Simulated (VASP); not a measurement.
Here is a VASP 6.6.1 calculation.

INCAR

```
SYSTEM = CuI
PREC = Accurate ; ENCUT = 600
EDIFF = 1E-6 ; ISMEAR = 0
SIGMA = 0.02 ; LREAL = .False.
LASPH = .True. ; NELM = 120
ALGO = Normal ; ISIF = 2
LWAVE = .False. ; LCHARG = .True.
GGA = PE ; LELF = .True.
LVHAR = .True. ; NBANDS = 16
GGA_COMPAT = .False.
```

The input KPOINTS:

```
Automatic mesh
0
Gamma
  8 8 8
  0 0 0
```

File POSCAR:

```
CuI
1.0
    0.0000000000      3.0387598674      3.0387598674
    3.0387598674      0.0000000000      3.0387598674
    3.0387598674      3.0387598674      0.0000000000
Cu I
1 1
Direct
    0.0000000000      0.0000000000      0.0000000000
    0.2500000000      0.2500000000      0.2500000000
```

Potentials or basis: VASP PAW PBE potentials, release 64 (Cu, I).

Launch:

```sh
$ cat potpaw_PBE.64/Cu/POTCAR potpaw_PBE.64/I/POTCAR > POTCAR
$ mpirun -np 1 vasp_std > vasp.out
```

Problem. Estimate the pressure.

Solution. 0.0 GPa.

Problem. Predict the band gap on the k mesh.

Solution. 1.12 eV.

Caveat: spin-orbit coupling is left out, which moves the levels of the heavy elements.
